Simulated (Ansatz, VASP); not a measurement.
**H: VASP beside Ansatz**

```
CELL_PARAMETERS angstrom
10.50000 0.00000 0.00000
0.00000 11.00000 0.00000
0.00000 0.00000 11.50000
ATOMIC_POSITIONS crystal
H 0.50000 0.50455 0.50000
```

Alike in both runs: task single point; functional LDA; k mesh 1 × 1 × 1; occupations gaussian, width 0.005 eV; collinear spin.

```csv
,VASP,Ansatz
version,VASP 6.6.1,Ansatz 0.2.0
potentials or method,"VASP PAW LDA potentials, release 64 (H)","scalar-relativistic, plane waves, PAW"
plane-wave cutoff (eV),400,420
valence electrons in the cell,1,1
```

|  | VASP | Ansatz | Ansatz less VASP |
| --- | --- | --- | --- |
| net moment per atom (μB) | 1.00 | 1.00 | 0.000 |
| size of the moment on the site where the two differ most (μB) | 0.36 | 1.00 | +0.637 |

LDA's correlation is that of Perdew and Zunger in VASP and of Perdew and Wang (1992) in Ansatz. Site moments also hang on the region over which each program counts them. Ansatz's warnings: stability check not made.
